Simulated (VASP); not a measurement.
Runs of VASP 6.6.1 on CuO. The structure is that of space group Fm-3m (No. 225), or close to it. The cells are those of the table. 

```csv
level,cell,gap on the mesh (eV),pressure (GPa)
PBE,"a = 3.095 Å, angles 60.0°, 2 atoms",none,-13.1
PBE,"a = 3.033 Å, angles 60.0°, 2 atoms",none,-5.1
PBEsol,"a = 2.988 Å, angles 60.0°, 2 atoms",none,-6.4
PBE,"a = 3.111 Å, angles 60.0°, 2 atoms",none,-14.7
PBE,"a = 3.090 Å, angles 60.0°, 2 atoms",none,-12.6
PBE,"a = 2.875 Å, angles 60.0°, 2 atoms",none,(b)
PBE,"a = 3.052 Å, angles 60.0°, 2 atoms",none,(d)
PBE,"a = 2.977 Å, angles 60.0°, 2 atoms",none,(a)
PBE,"a = 2.995 Å, angles 60.0°, 2 atoms",none,1.5
PBE,"a = 2.893 Å, angles 60.0°, 2 atoms",none,(c)
PBE,"a = 3.126 Å, angles 60.0°, 2 atoms",none,-16.1
```

Alike in all rows: task single point; potentials or basis VASP PAW PBE potentials, release 64 (Cu, O); no spin polarisation; k mesh 18 × 18 × 18; cutoff (eV) 520; smearing gaussian 0.1 eV.

Q: Estimate the missing entries.

A: (a) 4.9; (b) 31.5; (c) 25.8; (d) -7.8.

Caveats: an odd number of electrons without spin polarisation forces a metal; a magnetic or distorted state may lie lower; semilocal functionals often make such compounds metallic where correlation or magnetic order opens a gap, which also shifts bond lengths; the PAW data sets were made with another functional, which shifts forces and pressure a little (some runs).

A gap of «none» marks levels without a gap at the run's occupations.
